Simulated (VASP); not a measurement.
The system is Nb.

```
Nb
1.0
    -1.65211    1.65211    1.65211
     1.65211   -1.65211    1.65211
     1.65211    1.65211   -1.65211
Nb
1
Cartesian
  0.0000 0.0000 0.0000
```

Base run:

| Quantity | Value |
| --- | --- |
| Program | VASP 6.6.1 |
| Functional | PBE |
| Potentials or basis | VASP PAW PBE potentials, release 64 (Nb_sv) |
| Cutoff | 520 eV |
| k mesh | 10 × 10 × 10 |
| Occupations | fermi-dirac, width 0.02 eV |
| Spin | no spin polarisation |

Its results: pressure 1.0 GPa.

Q: The run is repeated on the same cell with these changes: functional from PBE to r2SCAN; cutoff from 520 eV to 550 eV. What comes out?

A: Pressure -0.2 GPa.

Caveats: the PAW data sets were made with another functional, which shifts forces and pressure a little (some runs).
